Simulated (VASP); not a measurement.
Set up this calculation in VASP 6.6.1, as the native input.

```yaml
Task: single point
Functional: LDA
Potentials_or_basis: VASP PAW LDA potentials, release 64 (Mg, O)
Cutoff: 520 eV
k_mesh: 2 × 2 × 2
Occupations: fermi-dirac, width 0.05 eV
Spin: no spin polarisation
Dipole_correction: no
Further_INCAR_settings: LREAL = Auto; ALGO = Normal; EDIFF = 1e-06; NBANDS = 46
```

The structure of MgO lies in POSCAR:

```
MgO
1.0
    0.0000000000      3.8220000000      3.8220000000
    3.8220000000      0.0000000000      3.8220000000
    3.8220000000      3.8220000000      0.0000000000
Mg O
8 8
Direct
   -0.0213762428      0.0157247514      0.0118001047
   -0.0044610152      0.0068419676      0.4985478807
    0.0165096808      0.4896650968     -0.0109890110
    0.0230245945      0.4751700680      0.4957613815
    0.5359759288     -0.0195447410     -0.0138409210
    0.4912087912     -0.0031397174      0.4980900052
    0.4873495552      0.5172291994     -0.0015306122
    0.4571559393      0.5366692831      0.5152668760
    0.2445839874      0.2275248561      0.2563055992
    0.2632914704      0.2338566196      0.7494767138
    0.2538723182      0.7566718995      0.2353741497
    0.2437467295      0.7596023025      0.7395342752
    0.7545133438      0.2468995290      0.2464547357
    0.7292386185      0.2726975406      0.7797619048
    0.7724358974      0.7160518053      0.2559785453
    0.7604657248      0.7584249084      0.7476190476
```

The input as run:

INCAR

```
ALGO     = Normal         # electronic algorithm
EDIFF    = 1E-6           # SCF threshold, eV
ENCUT    = 520            # plane-wave cutoff, eV
GGA      = CA             # functional
ISIF     = 2              # what is computed and relaxed
ISMEAR   = -1             # smearing method
LASPH    = True           # aspherical terms in the spheres
LCHARG   = False          # write CHGCAR
LREAL    = Auto         
LWAVE    = False          # write WAVECAR
NBANDS   = 46             # bands
NELM     = 60             # most SCF steps
PREC     = Accurate       # precision mode
SIGMA    = 0.05           # smearing width, eV
```

KPOINTS

```
k-points
0
Gamma
  2 2 2
```

Potentials or basis: VASP PAW LDA potentials, release 64 (Mg, O).

Run with:

```sh
$ cat potpaw_LDA.64/Mg/POTCAR potpaw_LDA.64/O/POTCAR > POTCAR
$ mpirun -np 1 vasp_std > vasp.out
```

Results of the run:

- Pressure: 79.0 GPa
- Largest force: 6.497 eV/Å
- Band gap on the k mesh: 7.75 eV, direct

Caveat: the k points lie up to 0.71 Å⁻¹ apart; forces of over 1 eV/Å act on the atoms, so gaps and moduli don't describe the material at rest.

It took 80 s on 1 thread of Intel(R) Xeon(R) Platinum 8175M CPU @ 2.50GHz (Skylake/Cascade Lake), with other jobs on the host, peak memory 0.21 GiB.
